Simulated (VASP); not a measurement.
# Ir (Fm-3m) in VASP: notebook

The runs below take Ir through single point, with PBE, revPBE, BLYP.

Program: VASP 6.6.1. These are calculated values, not measurements. Logs are shortened: lines on timing, memory, paths and dates and some standing lists are left out, and cuts for length are marked.

## (1) The cell of the first run

Symmetry: Fm-3m, No. 225, cubic system. The conventional cell has a = 3.831 Å, b = 3.831 Å, c = 3.831 Å, α = 90.00°, β = 90.00°, γ = 90.00°. Within 3.6 Å of Ir (site symmetry m-3m) lie 12 Ir at 2.71 Å.

## (2) Single point, PBE

The input, INCAR:

```
  PREC = Accurate
  ENCUT = 520
  EDIFF = 1E-6
  ISMEAR = 0
  SIGMA = 0.1
  LREAL = F
  LASPH = T
  NELM = 80
  ALGO = Normal
  ISIF = 2
  LWAVE = F
  LCHARG = T
  GGA = PE
  LELF = T
  LVHAR = T
  NBANDS = 10
```

The input, KPOINTS:

```
Automatic mesh
0
Gamma
  12 12 12
```

The input, POSCAR:

```
Ir
1.0
    0.0000000000      1.9156000000      1.9156000000
    1.9156000000      0.0000000000      1.9156000000
    1.9156000000      1.9156000000      0.0000000000
Ir
1
Direct
    0.0000000000      0.0000000000      0.0000000000
```

Potentials or basis: VASP PAW PBE potentials, release 64 (Ir).

Command:

```sh
$ cat potpaw_PBE.64/Ir/POTCAR > POTCAR
$ mpirun -np 1 vasp_std > vasp.out
```

OUTCAR:

```text
PREC = Accurate
   ENCUT = 520
   EDIFF = 1E-6
   ISMEAR = 0
   LREAL = F
   LASPH = T
   NELM = 80
   ISIF = 2
   GGA = PE

 ion  position               nearest neighbor table
   1  0.000  0.000  0.000-

  LATTYP: Found a face centered cubic cell.
 ALAT       =     3.8312000000

  Lattice vectors:

 A1 = (   0.0000000000,   1.9156000000,   1.9156000000)
 A2 = (   1.9156000000,   0.0000000000,   1.9156000000)
 A3 = (   1.9156000000,   1.9156000000,   0.0000000000)

Analysis of symmetry for initial positions (statically):
[... 5 lines left out ...]
 face centered cubic supercell.

 Subroutine GETGRP returns: Found 48 space group operations
 (whereof 48 operations were pure point group operations)
 out of a pool of 48 trial point group operations.

The static configuration has the point symmetry O_h .

Analysis of symmetry for dynamics (positions and initial velocities):
[... 5 lines left out ...]
 face centered cubic supercell.

 Subroutine GETGRP returns: Found 48 space group operations
 (whereof 48 operations were pure point group operations)
 out of a pool of 48 trial point group operations.

The dynamic configuration has the point symmetry O_h .

 Subroutine INISYM returns: Found 48 space group operations
 (whereof 48 operations are pure point group operations),
 and found     1 'primitive' translations

----------------------------------------------------------------------------------------

                                     Primitive cell

  volume of cell :      14.0587

  direct lattice vectors                    reciprocal lattice vectors
     0.000000000  1.915600000  1.915600000    -0.261014826  0.261014826  0.261014826
     1.915600000  0.000000000  1.915600000     0.261014826 -0.261014826  0.261014826
     1.915600000  1.915600000  0.000000000     0.261014826  0.261014826 -0.261014826

  length of vectors
     2.709067500  2.709067500  2.709067500     0.452090940  0.452090940  0.452090940

  position of ions in fractional coordinates (direct lattice)
     0.000000000  0.000000000  0.000000000

  ion indices of the primitive-cell ions
   primitive index   ion index
                 1           1

----------------------------------------------------------------------------------------

 KPOINTS: Automatic mesh

Automatic generation of k-mesh.
 Grid dimensions read from file:
[... 60 lines left out ...]
   LNONCOLLINEAR =      F non collinear calculations
   LSORBIT =      F    spin-orbit coupling
   LASPH  =      T    aspherical Exc in radial PAW
   ENCUT  =  520.0 eV  38.22 Ry    6.18 a.u.   5.04  5.04  5.04*2*pi/ulx,y,z
   NELM   =     80;   NELMIN=  2; NELMDL= -5     # of ELM steps
   EDIFF  = 0.1E-05   stopping-criterion for ELM
   LREAL  =      F    real-space projection
   EDIFFG = 0.1E-04   stopping-criterion for IOM
   NSW    =      0    number of steps for IOM
   IBRION =     -1    ionic relax: 0-MD 1-quasi-New 2-CG
   NFREE  =      0    steps in history (QN), initial steepest desc. (CG)
   ISIF   =      2    stress and relaxation
   ISYM   =      2    0-nonsym 1-usesym 2-fastsym
   POTIM  = 0.5000    time-step for ionic-motion
   TEBEG  =    0.0;   TEEND  =   0.0 temperature during run
   PSTRESS=    0.0 pullay stress
   NELECT =       9.0000    total number of electrons
   NUPDOWN=      -1.0000    fix difference up-down
   EMIN   =  10.00;   EMAX   =-10.00  energy-range for DOS
   EFERMI =   0.00;   METHOD = LEGACY
   ISMEAR =     0;   SIGMA  =   0.10  broadening in eV -4-tet -1-fermi 0-gaus
   EFERMI_NEDOS =   21; number of points for ismear=-14 and -15
   IALGO  =     38    algorithm
   IMIX   =      4    mixing-type and parameters
     AMIX     =   0.40;   BMIX     =  1.00
     AMIX_MAG =   1.60;   BMIX_MAG =  1.00
  volume/ion in A,a.u.               =      14.06        94.87
  Fermi-wavevector in a.u.,A,eV,Ry     =   1.410937  2.666284 27.085691  1.990742
  Thomas-Fermi vector in A             =   2.532839
   LORBIT       =      0    0 simple, 1 ext, 2 COOP (PROOUT), +10 PAW based schemes
   GGA     = PE    functional components
   LHFCALC =     F    Hartree Fock is set to
   AEXX    =    0.0000 exact exchange contribution
   IVDW    =     0    specifies the selected vdW correction
   LEPSILON=     F    determine dielectric tensor
   LRPA    =     F    only Hartree local field effects (RPA)
 non-spin polarized calculation
 Gauss-broadening in eV      SIGMA  =   0.10
  energy-cutoff  :      520.00
  volume of cell :       14.06
 maximum number of plane-waves:       388
   NGX =  9   NGY =  9   NGZ =  9

 number of electron       9.0000000 magnetization

 Free energy of the ion-electron system (eV)
  ---------------------------------------------------
  ext. energy  EPLUGINS =         0.00000000
  ---------------------------------------------------
  free energy    TOTEN  =        -8.85275625 eV

  energy without entropy =       -8.85009808  energy(sigma->0) =       -8.85142716

 E-fermi :  10.5584     XC(G=0): -14.0263

 val. band max:       10.5479943854   @ k =  -0.2500   0.0833   0.0000
 cond. band min:      10.6845064874   @ k =   0.3333   0.1667   0.0833
 fundamental gap:      0.1365121020
 Fermi energy:        10.5583593367

 k-point     1 :       0.0000    0.0000    0.0000
  band No.  band energies     occupation
      1      -0.6717      2.00000
      2       6.5911      2.00000
      3       6.5911      2.00000
      4       6.5911      2.00000
      5       9.3044      2.00000
      6       9.3044      2.00000
      7      24.8317      0.00000
      8      30.4512      0.00000
      9      30.4512      0.00000
     10      30.4512      0.00000
[... 287 lines left out ...]
 k-point    24 :      -0.4167    0.1667    0.0000
  band No.  band energies     occupation
      1       3.2985      2.00000
      2       5.7151      2.00000
      3       7.3158      2.00000
      4       7.5009      2.00000
      5      10.9709      0.00000
      6      14.3176      0.00000
      7      17.8200      0.00000
      8      25.8543      0.00000
      9      28.1355      0.00000
     10      30.1619      0.00000

 [... further k-points ...]
[... 5 lines left out ...]
  --------------------------------------------------------------------------------------
  -------------------------------------------------------------------------------------
  Total        1.0341256      1.0341256      1.0341256      0.0000000      0.0000000     -0.0000000
  in kB      117.8526624    117.8526624    117.8526624      0.0000000      0.0000000     -0.0000000
  external PRESSURE =     117.8526624 kB  Pullay stress =       0.0000000 kB

 VOLUME and BASIS-vectors are now :
 -----------------------------------------------------------------------------
  energy-cutoff  :      520.00
  volume of cell :       14.06
      direct lattice vectors                 reciprocal lattice vectors
     0.000000000  1.915600000  1.915600000    -0.261014826  0.261014826  0.261014826
     1.915600000  0.000000000  1.915600000     0.261014826 -0.261014826  0.261014826
     1.915600000  1.915600000  0.000000000     0.261014826  0.261014826 -0.261014826

 POSITION                                       TOTAL-FORCE (eV/Angst)
 -----------------------------------------------------------------------------------
      0.00000      0.00000      0.00000         0.000000      0.000000     -0.000000
 -----------------------------------------------------------------------------------
    total drift:                                0.000000      0.000000     -0.000000

  FREE ENERGIE OF THE ION-ELECTRON SYSTEM (eV)
  ---------------------------------------------------
  free  energy   TOTEN  =        -8.8527562528 eV

  energy  without entropy=       -8.8500980751  energy(sigma->0) =       -8.85142716
```

Run time: 5.8 s. Hardware: 1 thread of Intel Xeon Platinum 8488C (Sapphire Rapids), shared host; peak memory 0.13 GiB.

Results:

```yaml
Free_energy: -8.8528 eV
Pressure: 11.8 GPa
```

Caveat: spin-orbit coupling is left out, which moves the levels of the heavy elements.

[end of part 1 of 2]
